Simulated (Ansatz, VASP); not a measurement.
One calculation of Ge, two programs

The input INCAR:

```
SYSTEM = Ge
ALGO = Normal
EDIFF = 1E-6
ENCUT = 520
GGA = CA
ISIF = 2
ISMEAR = 0
LASPH = .TRUE.
LCHARG = .FALSE.
LREAL = .FALSE.
LWAVE = .FALSE.
NBANDS = 21
NELM = 60
PREC = Accurate
SIGMA = 0.15
```

The input KPOINTS:

```
k-points
0
G
  16 16 16
  0 0 0
```

POSCAR

```
Ge
1.0
    0.0000000000      2.7048033060      2.8738535126
    2.7048033060      0.0000000000      2.8738535126
    2.7048033060      2.7048033060      0.0000000000
Ge
2
Direct
    0.5000000000      0.5000000000      0.5000000000
    0.7500000000      0.7500000000      0.7500000000
```

Input for Ansatz:

```yaml
crystal:
  lattice:
    - [0.0, 2.704803306, 2.8738535126]
    - [2.704803306, 0.0, 2.8738535126]
    - [2.704803306, 2.704803306, 0.0]
  atoms:
    - { symbol: Ge, position: [0.5, 0.5, 0.5] }
    - { symbol: Ge, position: [0.75, 0.75, 0.75] }
basis:
  ecutwfc: 420
kpoints:
  mp_grid: { grid: [16, 16, 16] }
hamiltonian:
  xc: lda
scf:
  occupations: { method: gaussian, width: 0.15 }
output:
  forces: true
  stress: true
  eigenvalues: true
```

Alike in both runs: task single point; functional LDA; k mesh 16 × 16 × 16; occupations gaussian, width 0.15 eV; no spin polarisation.

```csv
,VASP,Ansatz
version,VASP 6.6.1,Ansatz 0.2.0
potentials or method,"VASP PAW LDA potentials, release 64 (Ge_d), cutoff 520 eV","scalar-relativistic, plane waves, PAW"
valence electrons in the cell,28,28
```

```tsv
	VASP	Ansatz	Ansatz less VASP
gap on the k mesh at the Fermi level (eV)	none	none	-
pressure (GPa)	4.8	4.5	-0.32
traceless stress, the component that is largest in VASP (GPa)	-3.47	-3.47	0.000
```

LDA's correlation is that of Perdew and Zunger in VASP and of Perdew and Wang (1992) in Ansatz. A gap of «none» marks a metal or a gap that the smearing closes.
